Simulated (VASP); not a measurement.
# Si2W (I4/mmm) in VASP: further runs

Si2W is run at these levels: PBE; tasks: single point.

All numbers are computed with VASP 6.6.1; they aren't measurements. Logs are shortened: lines on timing, memory, paths and dates and some standing lists are left out, and cuts for length are marked.

## 1. The cell of the first run

It takes space group I4/mmm (No. 139, tetragonal). Conventional cell: a = 3.478 Å, b = 3.478 Å, c = 6.779 Å, α = 90.00°, β = 90.00°, γ = 90.00°. Within 3.0 Å of Si (site symmetry 4mm) lie 5 Si at 2.24 to 2.71 Å and 5 W at 2.27 to 2.70 Å. Within 3.0 Å of W (site symmetry 4/mmm) lie 10 Si at 2.27 to 2.70 Å.

## 2. Single point, PBE

File INCAR:

```
ALGO = Normal
EDIFF = 1E-7
ENCUT = 520
GGA = PE
ISIF = 2
ISMEAR = 0
LASPH = True
LCHARG = True
LELF = True
LREAL = False
LVHAR = True
LWAVE = False
NBANDS = 18
NELM = 100
PREC = Accurate
SIGMA = 0.15
```

File KPOINTS:

```
k-points
0
Gamma
  22 22 22
```

File POSCAR:

```
Si2W
1.0
   -1.7391648794      1.7391648794      3.3897133508
    1.7391648794     -1.7391648794      3.3897133508
    1.7391648794      1.7391648794     -3.3897133508
Si W
2 1
Direct
    0.3345744059      0.3345744059      0.0000000000
    0.6654255941      0.6654255941      0.0000000000
    0.0000000000      0.0000000000      0.0000000000
```

Potentials or basis: VASP PAW PBE potentials, release 64 (Si, W_sv).

The run is started by

```bash
$ cat potpaw_PBE.64/Si/POTCAR potpaw_PBE.64/W_sv/POTCAR > POTCAR
$ mpirun -np 1 vasp_std > vasp.out
```

OUTCAR:

```text
EDIFF = 1E-7
   ENCUT = 520
   GGA = PE
   ISIF = 2
   ISMEAR = 0
   LASPH = True
   LREAL = False
   NELM = 100
   PREC = Accurate

 ion  position               nearest neighbor table
   1  0.335  0.335  0.000-   2 2.24   3 2.27   3 2.70   3 2.70   3 2.70   3 2.70   2 2.71   2 2.71
                             2 2.71   2 2.71
   2  0.665  0.665  0.000-   1 2.24   3 2.27   3 2.70   3 2.70   3 2.70   3 2.70   1 2.71   1 2.71
                             1 2.71   1 2.71
   3  0.000  0.000  0.000-   1 2.27   2 2.27   2 2.70   1 2.70   2 2.70   2 2.70   2 2.70   1 2.70
                             1 2.70   1 2.70

  LATTYP: Found a body centered tetragonal cell.
 ALAT       =     3.4783297588
 C/A-ratio  =     1.9490465746

  Lattice vectors:

 A1 = (  -1.7391648794,   1.7391648794,   3.3897133508)
 A2 = (   1.7391648794,  -1.7391648794,   3.3897133508)
 A3 = (   1.7391648794,   1.7391648794,  -3.3897133508)

Analysis of symmetry for initial positions (statically):
=====================================================================
 Subroutine PRICEL returns:
 Original cell was already a primitive cell.

 Routine SETGRP: Setting up the symmetry group for a
 body centered tetragonal supercell.

 Subroutine GETGRP returns: Found 16 space group operations
 (whereof 16 operations were pure point group operations)
 out of a pool of 16 trial point group operations.

The static configuration has the point symmetry D_4h.

Analysis of symmetry for dynamics (positions and initial velocities):
=====================================================================
 Subroutine PRICEL returns:
 Original cell was already a primitive cell.

 Routine SETGRP: Setting up the symmetry group for a
 body centered tetragonal supercell.

 Subroutine GETGRP returns: Found 16 space group operations
 (whereof 16 operations were pure point group operations)
 out of a pool of 16 trial point group operations.

The dynamic configuration has the point symmetry D_4h.

 Subroutine INISYM returns: Found 16 space group operations
 (whereof 16 operations are pure point group operations),
 and found     1 'primitive' translations

----------------------------------------------------------------------------------------

                                     Primitive cell

  volume of cell :      41.0114

  direct lattice vectors                    reciprocal lattice vectors
    -1.739164879  1.739164879  3.389713351     0.000000000  0.287494306  0.147505098
     1.739164879 -1.739164879  3.389713351     0.287494306  0.000000000  0.147505098
     1.739164879  1.739164879 -3.389713351     0.287494306  0.287494306  0.000000000

  length of vectors
     4.188024063  4.188024063  4.188024063     0.323126492  0.323126492  0.406578347

  position of ions in fractional coordinates (direct lattice)
     0.334574406  0.334574406  0.000000000
     0.665425594  0.665425594  0.000000000
     0.000000000  0.000000000  0.000000000

  ion indices of the primitive-cell ions
   primitive index   ion index
                 1           1
                 2           2
                 3           3

----------------------------------------------------------------------------------------

 KPOINTS: k-points

Automatic generation of k-mesh.
 Grid dimensions read from file:
 generate k-points for:   22   22   22

 Generating k-lattice:

  Cartesian coordinates                     Fractional coordinates (reciprocal lattice)
     0.000000000  0.013067923  0.006704777     0.045454545  0.000000000  0.000000000
     0.013067923  0.000000000  0.006704777     0.000000000  0.045454545  0.000000000
     0.013067923  0.013067923  0.000000000     0.000000000  0.000000000  0.045454545

  Length of vectors
     0.014687568  0.014687568  0.018480834

  Shift w.r.t. Gamma in fractional coordinates (k-lattice)
     0.000000000  0.000000000  0.000000000

 Subroutine IBZKPT returns following result:
 ===========================================

 Found    834 irreducible k-points:

 Following reciprocal coordinates:
            Coordinates               Weight
  0.000000  0.000000  0.000000      1.000000
  0.045455  0.000000 -0.000000      8.000000
  0.090909  0.000000 -0.000000      8.000000
  0.136364  0.000000 -0.000000      8.000000
  0.181818  0.000000 -0.000000      8.000000
  0.227273  0.000000  0.000000      8.000000
[... 16 lines left out ...]
  0.500000  0.045455 -0.000000     16.000000
 -0.454545  0.045455  0.000000     16.000000
 [... further k-points ...]
   k-points           NKPTS =    834   k-points in BZ     NKDIM =    834   number of bands    NBANDS=     18
   number of dos      NEDOS =    301   number of ions     NIONS =      3
   total plane-waves  NPLWV =  32768
   dimension x,y,z NGX =    32 NGY =   32 NGZ =   32
   dimension x,y,z NGXF=    64 NGYF=   64 NGZF=   64
   ions per type =               2   1
   NGX,Y,Z   is equivalent  to a cutoff of  12.70, 12.70, 12.70 a.u.
   NGXF,Y,Z  is equivalent  to a cutoff of  25.41, 25.41, 25.41 a.u.
 SYSTEM =  unknown system
   PREC   = accura    normal or accurate (medium, high low for compatibility)
   ISTART =      0    job   : 0-new  1-cont  2-samecut
   ICHARG =      2    charge: 1-file 2-atom 10-const
   ISPIN  =      1    spin polarized calculation?
   LNONCOLLINEAR =      F non collinear calculations
   LSORBIT =      F    spin-orbit coupling
   LASPH  =      T    aspherical Exc in radial PAW
   ENCUT  =  520.0 eV  38.22 Ry    6.18 a.u.   7.79  7.79  7.79*2*pi/ulx,y,z
   NELM   =    100;   NELMIN=  2; NELMDL= -5     # of ELM steps
   EDIFF  = 0.1E-06   stopping-criterion for ELM
   LREAL  =      F    real-space projection
   EDIFFG = 0.1E-05   stopping-criterion for IOM
   NSW    =      0    number of steps for IOM
   IBRION =     -1    ionic relax: 0-MD 1-quasi-New 2-CG
   NFREE  =      0    steps in history (QN), initial steepest desc. (CG)
   ISIF   =      2    stress and relaxation
   ISYM   =      2    0-nonsym 1-usesym 2-fastsym
   POTIM  = 0.5000    time-step for ionic-motion
   TEBEG  =    0.0;   TEEND  =   0.0 temperature during run
   PSTRESS=    0.0 pullay stress
   NELECT =      22.0000    total number of electrons
   NUPDOWN=      -1.0000    fix difference up-down
   EMIN   =  10.00;   EMAX   =-10.00  energy-range for DOS
   EFERMI =   0.00;   METHOD = LEGACY
   ISMEAR =     0;   SIGMA  =   0.15  broadening in eV -4-tet -1-fermi 0-gaus
   EFERMI_NEDOS =   21; number of points for ismear=-14 and -15
   IALGO  =     38    algorithm
   IMIX   =      4    mixing-type and parameters
     AMIX     =   0.40;   BMIX     =  1.00
     AMIX_MAG =   1.60;   BMIX_MAG =  1.00
  volume/ion in A,a.u.               =      13.67        92.25
  Fermi-wavevector in a.u.,A,eV,Ry     =   1.330192  2.513698 24.074284  1.769410
  Thomas-Fermi vector in A             =   2.459297
   LORBIT       =      0    0 simple, 1 ext, 2 COOP (PROOUT), +10 PAW based schemes
   GGA     = PE    functional components
   LHFCALC =     F    Hartree Fock is set to
   AEXX    =    0.0000 exact exchange contribution
   IVDW    =     0    specifies the selected vdW correction
   LEPSILON=     F    determine dielectric tensor
   LRPA    =     F    only Hartree local field effects (RPA)
 non-spin polarized calculation
 Gauss-broadening in eV      SIGMA  =   0.15
  energy-cutoff  :      520.00
  volume of cell :       41.01
 maximum number of plane-waves:      1125
   NGX = 15   NGY = 15   NGZ = 15

 number of electron      22.0000001 magnetization

 Free energy of the ion-electron system (eV)
  ---------------------------------------------------
  ext. energy  EPLUGINS =         0.00000000
  ---------------------------------------------------
  free energy    TOTEN  =       -22.74772403 eV

  energy without entropy =      -22.73876754  energy(sigma->0) =      -22.74324579

 E-fermi :  11.7048     XC(G=0): -12.3938

 val. band max:       11.7017531985   @ k =  -0.3636   0.4545   0.2727
 cond. band min:      11.7052948874   @ k =   0.5000   0.5000   0.5000
 fundamental gap:      0.0035416889
 Fermi energy:        11.7047914858

 k-point     1 :       0.0000    0.0000    0.0000
  band No.  band energies     occupation
      1     -62.0660      2.00000
      2     -26.4412      2.00000
      3     -26.4412      2.00000
      4     -26.3390      2.00000
      5      -2.2815      2.00000
      6       5.4498      2.00000
[... 10 lines left out ...]
     17      18.4906      0.00000
     18      18.4906      0.00000

 k-point     2 :       0.0455    0.0000   -0.0000
  band No.  band energies     occupation
      1     -62.0660      2.00000
      2     -26.4432      2.00000
      3     -26.4410      2.00000
      4     -26.3392      2.00000
      5      -2.2454      2.00000
      6       5.4443      2.00000
[... 10 lines left out ...]
     17      18.4403      0.00000
     18      18.5495      0.00000

 k-point     3 :       0.0909    0.0000   -0.0000
  band No.  band energies     occupation
      1     -62.0658      2.00000
      2     -26.4490      2.00000
      3     -26.4407      2.00000
      4     -26.3397      2.00000
      5      -2.1374      2.00000
      6       5.4192      2.00000
[... 10 lines left out ...]
     17      18.2843      0.00000
     18      18.6961      0.00000

 k-point     4 :       0.1364    0.0000   -0.0000
  band No.  band energies     occupation
      1     -62.0656      2.00000
      2     -26.4581      2.00000
      3     -26.4401      2.00000
      4     -26.3406      2.00000
      5      -1.9592      2.00000
      6       5.3455      2.00000
[... 375 lines left out ...]
      4     -26.3478      2.00000
      5       1.0572      2.00000
      6       2.0577      2.00000
[... 10 lines left out ...]
     17      18.8798      0.00000
     18      19.6973      0.00000

 k-point    23 :       0.5000    0.0455   -0.0000
  band No.  band energies     occupation
      1     -62.0634      2.00000
      2     -26.5387      2.00000
      3     -26.4367      2.00000
      4     -26.3476      2.00000
      5       1.2880      2.00000
      6       1.8267      2.00000
[... 10 lines left out ...]
     17      18.9471      0.00000
     18      19.6948      0.00000

 k-point    24 :      -0.4545    0.0455    0.0000
  band No.  band energies     occupation
      1     -62.0635      2.00000
      2     -26.5366      2.00000
      3     -26.4368      2.00000
      4     -26.3470      2.00000
      5       0.8126      2.00000
      6       2.3305      2.00000
[... 10 lines left out ...]
     17      18.9610      0.00000
     18      19.8534      0.00000

 [... further k-points ...]
[... 5 lines left out ...]
  --------------------------------------------------------------------------------------
  -------------------------------------------------------------------------------------
  Total       -4.4184518     -4.4184518     23.7274099      0.0000000      0.0000000     -0.0000000
  in kB     -172.6140830   -172.6140830    926.9502717      0.0000000      0.0000000     -0.0000000
  external PRESSURE =     193.9073686 kB  Pullay stress =       0.0000000 kB

 VOLUME and BASIS-vectors are now :
 -----------------------------------------------------------------------------
  energy-cutoff  :      520.00
  volume of cell :       41.01
      direct lattice vectors                 reciprocal lattice vectors
    -1.739164879  1.739164879  3.389713351     0.000000000  0.287494306  0.147505098
     1.739164879 -1.739164879  3.389713351     0.287494306  0.000000000  0.147505098
     1.739164879  1.739164879 -3.389713351     0.287494306  0.287494306  0.000000000

 POSITION                                       TOTAL-FORCE (eV/Angst)
 -----------------------------------------------------------------------------------
      0.00000      0.00000      2.26822         0.000000      0.000000      1.105195
      0.00000      0.00000      4.51120         0.000000      0.000000     -1.105195
      0.00000      0.00000      0.00000        -0.000000     -0.000000     -0.000000
 -----------------------------------------------------------------------------------
    total drift:                                0.000000     -0.000000     -0.000000

  FREE ENERGIE OF THE ION-ELECTRON SYSTEM (eV)
  ---------------------------------------------------
  free  energy   TOTEN  =       -22.7477240311 eV

  energy  without entropy=      -22.7387675438  energy(sigma->0) =      -22.74324579
```

Wall time 6.3 min (1 thread of Intel Xeon Platinum 8375C at 2.90GHz (Ice Lake), shared host); peak memory 0.65 GiB.

What came out:

```yaml
Free_energy: -22.7477 eV
Pressure: 19.4 GPa
Largest_force: 1.105 eV/Å
Band_gap_on_the_k_mesh: zero (band 11 reaches 12.53 eV, above the bottom of band 12 at 11.25 eV)
```

Forces on the atoms (eV/Å):
```
Si   0.000  0.000  1.105
Si   0.000  0.000 -1.105
W    0.000  0.000  0.000
```

Caveat: spin-orbit coupling is left out, which moves the levels of the heavy elements; forces of over 1 eV/Å act on the atoms, so gaps and moduli don't describe the material at rest.

## 3. Single point, PBE

This run uses another cell than the first one, of the same volume but with other edges.

File INCAR:

```
PREC = Accurate ; ENCUT = 520
EDIFF = 1E-7 ; ISMEAR = 0
SIGMA = 0.15 ; LREAL = False
LASPH = True ; NELM = 80
ALGO = Normal ; ISIF = 2
LWAVE = False ; LCHARG = False
GGA = PE ; NBANDS = 18
```

File KPOINTS:

```
regular mesh
0
Gamma
  22 22 22
```

File POSCAR:

```
Si2W
1.0
   -1.4793001511      1.4793001511      4.6852404498
    1.4793001511     -1.4793001511      4.6852404498
    1.4793001511      1.4793001511     -4.6852404498
Si W
2 1
Direct
    0.3345744059      0.3345744059      0.0000000000
    0.6654255941      0.6654255941      0.0000000000
    0.0000000000      0.0000000000      0.0000000000
```

Potentials or basis: VASP PAW PBE potentials, release 64 (Si, W_sv).

The run is started by

```bash
$ cat potpaw_PBE.64/Si/POTCAR potpaw_PBE.64/W_sv/POTCAR > POTCAR
$ mpirun -np 1 vasp_std > vasp.out
```

Run time: 15 min. Hardware: 1 thread of Intel Xeon Platinum 8375C at 2.90GHz (Ice Lake), shared host; peak memory 0.72 GiB.

It converged, with:

| Quantity | Value |
| --- | --- |
| Free energy | -23.2278 eV |
| Pressure | 7.0 GPa |
| Largest force | 0.369 eV/Å |
| Band gap on the k mesh | zero (band 11 reaches 13.15 eV, above the bottom of band 12 at 10.75 eV) |

Forces on the atoms (eV/Å):
```
Si   0.000  0.000  0.369
Si   0.000  0.000 -0.369
W    0.000  0.000  0.000
```

Stress tensor (GPa, compression positive):
```
 24.66   0.00   0.00
  0.00  24.66   0.00
  0.00   0.00 -28.23
```

Levels at points of the mesh, in eV from the Fermi level:
| k point | band 9 | band 10 | band 11 | band 12 | band 13 | band 14 |
| --- | --- | --- | --- | --- | --- | --- |
| (0.00, 0.00, 0.00) | -1.54 | -1.54 | 1.17 | 2.13 | 3.36 | 4.68 |
| (0.50, 0.00, 0.00) | -3.50 | -1.40 | 0.38 | 0.89 | 1.29 | 4.50 |
| (0.50, 0.50, 0.00) | -4.68 | -4.49 | -1.64 | 0.83 | 0.86 | 1.36 |
| (0.50, 0.50, 0.50) | -0.53 | -0.53 | -0.02 | 1.03 | 1.03 | 2.16 |

Caveat: spin-orbit coupling is left out, which moves the levels of the heavy elements.
